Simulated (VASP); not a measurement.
# Y3Ge (P4/mmm) in VASP: single point with PBE

Aim: the single point of Y3Ge with PBE.

Everything below comes from runs of VASP 6.6.1. Logs are shortened: lines on timing, memory, paths and dates and some standing lists are left out, and cuts for length are marked.

## 1. The cell of the first run

Symmetry: P4/mmm, No. 123, tetragonal system. The conventional cell has a = 4.720 Å, b = 4.720 Å, c = 4.453 Å, α = 90.00°, β = 90.00°, γ = 90.00°. Within 4.5 Å of Y (site symmetry mmm) lie 10 Y at 3.24 to 4.45 Å and 4 Ge at 3.24 Å. Within 4.5 Å of Y (site symmetry 4/mmm) lie 10 Y at 3.24 to 4.45 Å and 4 Ge at 3.34 Å. Within 4.5 Å of Ge (site symmetry 4/mmm) lie 12 Y at 3.24 to 3.34 Å and 2 Ge at 4.45 Å.

The cell was generated, and may not be a known phase.

## 2. Single point, PBE

File INCAR:

```
SYSTEM = Y3Ge
  PREC = Accurate
  ENCUT = 520
  EDIFF = 1E-6
  ISMEAR = 0
  SIGMA = 0.1
  LREAL = .False.
  LASPH = .True.
  NELM = 60
  ALGO = Normal
  ISIF = 2
  LWAVE = .False.
  LCHARG = .False.
  GGA = PE
  NBANDS = 32
```

File KPOINTS:

```
regular mesh
0
Gamma
  4 4 4
  0 0 0
```

File POSCAR:

```
Y3Ge
1.0
    4.7199599500      0.0000000000      0.0000000000
    0.0000000000      4.7199599500      0.0000000000
    0.0000000000      0.0000000000      4.4527926800
Y Ge
3 1
Direct
    0.0000000000      0.5000000000      0.5000000000
    0.5000000000      0.0000000000      0.5000000000
    0.5000000000      0.5000000000      0.0000000000
    0.0000000000      0.0000000000      0.0000000000
```

Potentials or basis: VASP PAW PBE potentials, release 64 (Y_sv, Ge_d).

Run with:

```console
cat potpaw_PBE.64/Y_sv/POTCAR potpaw_PBE.64/Ge_d/POTCAR > POTCAR
mpirun -np 1 vasp_std > vasp.out
```

OUTCAR:

```text
SYSTEM = Y3Ge
   PREC = Accurate
   ENCUT = 520
   EDIFF = 1E-6
   ISMEAR = 0
   LREAL = .False.
   LASPH = .True.
   NELM = 60
   ISIF = 2
   GGA = PE

 ion  position               nearest neighbor table
   1  0.000  0.500  0.500-   3 3.24   4 3.24   3 3.24   4 3.24   4 3.24   4 3.24   3 3.24   3 3.24
                             2 3.34   2 3.34   2 3.34   2 3.34
   2  0.500  0.000  0.500-   3 3.24   4 3.24   3 3.24   4 3.24   3 3.24   3 3.24   4 3.24   4 3.24
                             1 3.34   1 3.34   1 3.34   1 3.34
   3  0.500  0.500  0.000-   1 3.24   2 3.24   1 3.24   2 3.24   2 3.24   2 3.24   1 3.24   1 3.24
                             4 3.34   4 3.34   4 3.34   4 3.34
   4  0.000  0.000  0.000-   1 3.24   2 3.24   1 3.24   2 3.24   1 3.24   1 3.24   2 3.24   2 3.24
                             3 3.34   3 3.34   3 3.34   3 3.34

  LATTYP: Found a simple tetragonal cell.
 ALAT       =     4.7199599500
 C/A-ratio  =     0.9433962845

  Lattice vectors:

 A1 = (   4.7199599500,   0.0000000000,   0.0000000000)
 A2 = (   0.0000000000,   4.7199599500,   0.0000000000)
 A3 = (   0.0000000000,   0.0000000000,   4.4527926800)

Analysis of symmetry for initial positions (statically):
=====================================================================
 Subroutine PRICEL returns:
 Original cell was already a primitive cell.

 Routine SETGRP: Setting up the symmetry group for a
 simple tetragonal supercell.

 Subroutine GETGRP returns: Found 16 space group operations
 (whereof 16 operations were pure point group operations)
 out of a pool of 16 trial point group operations.

The static configuration has the point symmetry D_4h.

Analysis of symmetry for dynamics (positions and initial velocities):
=====================================================================
 Subroutine PRICEL returns:
 Original cell was already a primitive cell.

 Routine SETGRP: Setting up the symmetry group for a
 simple tetragonal supercell.

 Subroutine GETGRP returns: Found 16 space group operations
 (whereof 16 operations were pure point group operations)
 out of a pool of 16 trial point group operations.

The dynamic configuration has the point symmetry D_4h.

 Subroutine INISYM returns: Found 16 space group operations
 (whereof 16 operations are pure point group operations),
 and found     1 'primitive' translations

----------------------------------------------------------------------------------------

                                     Primitive cell

  volume of cell :      99.1994

  direct lattice vectors                    reciprocal lattice vectors
     4.719959950  0.000000000  0.000000000     0.211866205  0.000000000  0.000000000
     0.000000000  4.719959950  0.000000000     0.000000000  0.211866205  0.000000000
     0.000000000  0.000000000  4.452792680     0.000000000  0.000000000  0.224578163

  length of vectors
     4.719959950  4.719959950  4.452792680     0.211866205  0.211866205  0.224578163

  position of ions in fractional coordinates (direct lattice)
     0.000000000  0.500000000  0.500000000
     0.500000000  0.000000000  0.500000000
     0.500000000  0.500000000  0.000000000
     0.000000000  0.000000000  0.000000000

  ion indices of the primitive-cell ions
   primitive index   ion index
                 1           1
                 2           2
                 3           3
                 4           4

----------------------------------------------------------------------------------------

 KPOINTS: regular mesh

Automatic generation of k-mesh.
 Grid dimensions read from file:
 generate k-points for:    4    4    4

 Generating k-lattice:

  Cartesian coordinates                     Fractional coordinates (reciprocal lattice)
     0.052966551  0.000000000  0.000000000     0.250000000  0.000000000  0.000000000
     0.000000000  0.052966551  0.000000000     0.000000000  0.250000000  0.000000000
     0.000000000  0.000000000  0.056144541     0.000000000  0.000000000  0.250000000

  Length of vectors
     0.052966551  0.052966551  0.056144541

  Shift w.r.t. Gamma in fractional coordinates (k-lattice)
     0.000000000  0.000000000  0.000000000

 Subroutine IBZKPT returns following result:
 ===========================================

 Found     18 irreducible k-points:

 Following reciprocal coordinates:
            Coordinates               Weight
  0.000000  0.000000  0.000000      1.000000
  0.250000  0.000000  0.000000      4.000000
  0.500000  0.000000  0.000000      2.000000
  0.250000  0.250000  0.000000      4.000000
  0.500000  0.250000  0.000000      4.000000
  0.500000  0.500000  0.000000      1.000000
[... 10 lines left out ...]
  0.500000  0.250000  0.500000      4.000000
  0.500000  0.500000  0.500000      1.000000
   k-points           NKPTS =     18   k-points in BZ     NKDIM =     18   number of bands    NBANDS=     32
   number of dos      NEDOS =    301   number of ions     NIONS =      4
   total plane-waves  NPLWV =  46656
   dimension x,y,z NGX =    36 NGY =   36 NGZ =   36
   dimension x,y,z NGXF=    72 NGYF=   72 NGZF=   72
   ions per type =               3   1
   NGX,Y,Z   is equivalent  to a cutoff of  12.68, 12.68, 13.44 a.u.
   NGXF,Y,Z  is equivalent  to a cutoff of  25.36, 25.36, 26.88 a.u.
 SYSTEM =  Y3Ge
   PREC   = accura    normal or accurate (medium, high low for compatibility)
   ISTART =      0    job   : 0-new  1-cont  2-samecut
   ICHARG =      2    charge: 1-file 2-atom 10-const
   ISPIN  =      1    spin polarized calculation?
   LNONCOLLINEAR =      F non collinear calculations
   LSORBIT =      F    spin-orbit coupling
   LASPH  =      T    aspherical Exc in radial PAW
   ENCUT  =  520.0 eV  38.22 Ry    6.18 a.u.   8.78  8.78  8.28*2*pi/ulx,y,z
   NELM   =     60;   NELMIN=  2; NELMDL= -5     # of ELM steps
   EDIFF  = 0.1E-05   stopping-criterion for ELM
   LREAL  =      F    real-space projection
   EDIFFG = 0.1E-04   stopping-criterion for IOM
   NSW    =      0    number of steps for IOM
   IBRION =     -1    ionic relax: 0-MD 1-quasi-New 2-CG
   NFREE  =      0    steps in history (QN), initial steepest desc. (CG)
   ISIF   =      2    stress and relaxation
   ISYM   =      2    0-nonsym 1-usesym 2-fastsym
   POTIM  = 0.5000    time-step for ionic-motion
   TEBEG  =    0.0;   TEEND  =   0.0 temperature during run
   PSTRESS=    0.0 pullay stress
   NELECT =      47.0000    total number of electrons
   NUPDOWN=      -1.0000    fix difference up-down
   EMIN   =  10.00;   EMAX   =-10.00  energy-range for DOS
   EFERMI =   0.00;   METHOD = LEGACY
   ISMEAR =     0;   SIGMA  =   0.10  broadening in eV -4-tet -1-fermi 0-gaus
   EFERMI_NEDOS =   21; number of points for ismear=-14 and -15
   IALGO  =     38    algorithm
   IMIX   =      4    mixing-type and parameters
     AMIX     =   0.40;   BMIX     =  1.00
     AMIX_MAG =   1.60;   BMIX_MAG =  1.00
  volume/ion in A,a.u.               =      24.80       167.36
  Fermi-wavevector in a.u.,A,eV,Ry     =   1.276256  2.411774 22.161564  1.628829
  Thomas-Fermi vector in A             =   2.408922
   LORBIT       =      0    0 simple, 1 ext, 2 COOP (PROOUT), +10 PAW based schemes
   GGA     = PE    functional components
   LHFCALC =     F    Hartree Fock is set to
   AEXX    =    0.0000 exact exchange contribution
   IVDW    =     0    specifies the selected vdW correction
   LEPSILON=     F    determine dielectric tensor
   LRPA    =     F    only Hartree local field effects (RPA)
 non-spin polarized calculation
 Gauss-broadening in eV      SIGMA  =   0.10
  energy-cutoff  :      520.00
  volume of cell :       99.20
 maximum number of plane-waves:      2704
 NGX is ok and might be reduce to    36
   NGX = 17   NGY = 17   NGZ = 17

 number of electron      47.0000015 magnetization

 Free energy of the ion-electron system (eV)
  ---------------------------------------------------
  ext. energy  EPLUGINS =         0.00000000
  ---------------------------------------------------
  free energy    TOTEN  =       -24.99433153 eV

  energy without entropy =      -24.96604720  energy(sigma->0) =      -24.98018937

 E-fermi :   4.7156     XC(G=0): -10.4274

 val. band max:        4.6974003231   @ k =   0.2500   0.0000   0.5000
 cond. band min:       4.7204833683   @ k =   0.2500   0.0000   0.2500
 fundamental gap:      0.0230830452
 Fermi energy:         4.7155598092

 k-point     1 :       0.0000    0.0000    0.0000
  band No.  band energies     occupation
      1     -37.8741      2.00000
      2     -37.6734      2.00000
      3     -37.6691      2.00000
      4     -19.3522      2.00000
      5     -19.3522      2.00000
      6     -19.3471      2.00000
[... 24 lines left out ...]
     31       8.0432      0.00000
     32       9.5721      0.00000

 k-point     2 :       0.2500    0.0000    0.0000
  band No.  band energies     occupation
      1     -37.8521      2.00000
      2     -37.6945      2.00000
      3     -37.6701      2.00000
      4     -19.3549      2.00000
      5     -19.3526      2.00000
      6     -19.3505      2.00000
[... 24 lines left out ...]
     31       8.4993      0.00000
     32       8.5236      0.00000

 k-point     3 :       0.5000    0.0000    0.0000
  band No.  band energies     occupation
      1     -37.8205      2.00000
      2     -37.7263      2.00000
      3     -37.6700      2.00000
      4     -19.3576      2.00000
      5     -19.3539      2.00000
      6     -19.3532      2.00000
[... 24 lines left out ...]
     31       7.4681      0.00000
     32       7.6612      0.00000

 k-point     4 :       0.2500    0.2500    0.0000
  band No.  band energies     occupation
      1     -37.8312      2.00000
      2     -37.6996      2.00000
      3     -37.6857      2.00000
      4     -19.3552      2.00000
      5     -19.3526      2.00000
      6     -19.3505      2.00000
[... 444 lines left out ...]
     31       8.0199      0.00000
     32       8.2424      0.00000

 k-point    17 :       0.5000    0.2500    0.5000
  band No.  band energies     occupation
      1     -37.7634      2.00000
      2     -37.7245      2.00000
      3     -37.7244      2.00000
      4     -19.3544      2.00000
      5     -19.3530      2.00000
      6     -19.3508      2.00000
[... 24 lines left out ...]
     31       7.8326      0.00000
     32       7.8452      0.00000

 k-point    18 :       0.5000    0.5000    0.5000
  band No.  band energies     occupation
      1     -37.7630      2.00000
      2     -37.7241      2.00000
      3     -37.7241      2.00000
      4     -19.3522      2.00000
      5     -19.3509      2.00000
      6     -19.3472      2.00000
[... 24 lines left out ...]
     31       7.5568      0.00000
     32       7.5800      0.00000

------------------------ aborting loop because EDIFF is reached ----------------------------------------

  FORCE on cell =-STRESS in cart. coord.  units (eV):
  Direction    XX          YY          ZZ          XY          YZ          ZX
  --------------------------------------------------------------------------------------
  -------------------------------------------------------------------------------------
  Total        1.2200525      1.2200525      2.5881313      0.0000000      0.0000000     -0.0000000
  in kB       19.7051615     19.7051615     41.8011070      0.0000000      0.0000000     -0.0000000
  external PRESSURE =      27.0704767 kB  Pullay stress =       0.0000000 kB

 VOLUME and BASIS-vectors are now :
 -----------------------------------------------------------------------------
  energy-cutoff  :      520.00
  volume of cell :       99.20
      direct lattice vectors                 reciprocal lattice vectors
     4.719959950  0.000000000  0.000000000     0.211866205  0.000000000  0.000000000
     0.000000000  4.719959950  0.000000000     0.000000000  0.211866205  0.000000000
     0.000000000  0.000000000  4.452792680     0.000000000  0.000000000  0.224578163

 POSITION                                       TOTAL-FORCE (eV/Angst)
 -----------------------------------------------------------------------------------
      0.00000      2.35998      2.22640         0.000000      0.000000      0.000000
      2.35998      0.00000      2.22640         0.000000      0.000000      0.000000
      2.35998      2.35998      0.00000         0.000000      0.000000      0.000000
      0.00000      0.00000      0.00000         0.000000      0.000000      0.000000
 -----------------------------------------------------------------------------------
    total drift:                                0.000000      0.000000      0.000000

  FREE ENERGIE OF THE ION-ELECTRON SYSTEM (eV)
  ---------------------------------------------------
  free  energy   TOTEN  =       -24.9943315347 eV

  energy  without entropy=      -24.9660472004  energy(sigma->0) =      -24.98018937
```

Wall time 42 s (1 thread of AMD EPYC 9R45 (Zen 5), shared host); peak memory 0.21 GiB.

What came out:

| Property | Result |
| --- | --- |
| Free energy | -24.9943 eV |
| Pressure | 2.7 GPa |
| Band gap on the k mesh | zero (an odd number of electrons rules out a gap without spin polarisation) |

Stress tensor (GPa, compression positive):
```
1.97 0.00 0.00
0.00 1.97 0.00
0.00 0.00 4.18
```

Levels at points of the mesh, in eV from the Fermi level:
| k point | band 20 | band 21 | band 22 | band 23 | band 24 | band 25 | band 26 | band 27 |
| --- | --- | --- | --- | --- | --- | --- | --- | --- |
| (0.00, 0.00, 0.00) | -1.51 | -1.30 | -0.94 | -0.79 | -0.79 | -0.59 | -0.59 | -0.11 |
| (0.50, 0.00, 0.00) | -1.88 | -1.84 | -1.50 | -0.30 | 0.13 | 1.13 | 1.35 | 1.48 |
| (0.50, 0.50, 0.00) | -3.26 | -1.97 | -0.95 | 0.19 | 0.19 | 0.58 | 1.55 | 1.55 |
| (0.00, 0.00, 0.50) | -1.91 | -1.91 | -1.63 | -0.20 | 0.24 | 1.15 | 1.15 | 1.54 |
| (0.50, 0.00, 0.50) | -3.08 | -2.32 | -0.75 | 0.02 | 0.18 | 0.18 | 1.29 | 1.34 |
| (0.50, 0.50, 0.50) | -1.78 | -1.70 | -1.69 | -1.60 | -1.60 | 1.19 | 1.62 | 1.74 |

The gap in the log of VASP goes by the Fermi energy; the results here count the filled bands.